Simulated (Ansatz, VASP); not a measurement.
One calculation of SiC, two programs

File POSCAR:

```
SiC
1.0
    0.0000000000      2.1781342462      2.1781342462
    2.1781342462      0.0000000000      2.1781342462
    2.1781342462      2.1781342462      0.0000000000
Si C
1 1
Direct
    0.0000000000      0.0000000000      0.0000000000
    0.7500000000      0.7500000000      0.7500000000
```

File INCAR.step1:

```
SYSTEM = SiC
PREC = Accurate
ENCUT = 520
ISMEAR = 0
SIGMA = 0.05
LREAL = .False.
LASPH = .True.
NELM = 100
NBANDS = 11
GGA = PE
ALGO = Normal
EDIFF = 1E-4
LWAVE = .True.
LCHARG = .False.
```

Contents of INCAR.step2:

```
SYSTEM = SiC
PREC = Accurate
ENCUT = 520
EDIFF = 1E-8
ISMEAR = 0
SIGMA = 0.05
LREAL = .False.
LASPH = .True.
NELM = 100
ALGO = Normal
ISIF = 2
LWAVE = .False.
LCHARG = .False.
METAGGA = R2SCAN
LMIXTAU = .True.
LEFG = .True.
NBANDS = 11
ISTART = 1
```

Contents of KPOINTS:

```
regular mesh
0
Gamma
  10 10 10
  0 0 0
```

Input for Ansatz:

```yaml
crystal:
  lattice:
    - [0.0, 2.1781342462, 2.1781342462]
    - [2.1781342462, 0.0, 2.1781342462]
    - [2.1781342462, 2.1781342462, 0.0]
  atoms:
    - { symbol: Si, position: [0.0, 0.0, 0.0] }
    - { symbol: C, position: [0.75, 0.75, 0.75] }
basis:
  ecutwfc: 500
  ecutrho_ratio: 4
kpoints:
  mp_grid: { grid: [10, 10, 10] }
hamiltonian:
  xc: r2scan
scf:
  occupations: { method: gaussian, width: 0.05 }
  n_extra_bands: 20
output:
  forces: true
  stress: true
  eigenvalues: true
  optics: { de: 0.05 }
  efg: {}
```

Alike in both runs: task electric field gradients; functional r2SCAN; k mesh 10 × 10 × 10; occupations gaussian, width 0.05 eV; no spin polarisation.

|  | VASP | Ansatz |
| --- | --- | --- |
| version | VASP 6.6.1 | Ansatz 0.2.0 |
| potentials or method | VASP PAW PBE potentials, release 64 (Si, C), cutoff 520 eV | scalar-relativistic, plane waves, PAW |
| valence electrons in the cell | 8 | 8 |

VASP gave:

| Item | Value |
| --- | --- |
| gap on the k mesh at the Fermi level (eV) | 1.72 |
| least direct gap on the mesh (eV) | 5.06 |
| pressure (GPa) | -0.2 |

Q: Which values does Ansatz return?

A: gap on the k mesh at the Fermi level (eV): 1.71; least direct gap on the mesh (eV): 5.05; pressure (GPa): 0.0.

VASP's potentials were made for PBE, not for r2SCAN. The functional is the same, so the differences come from potentials, cutoffs and numerics.
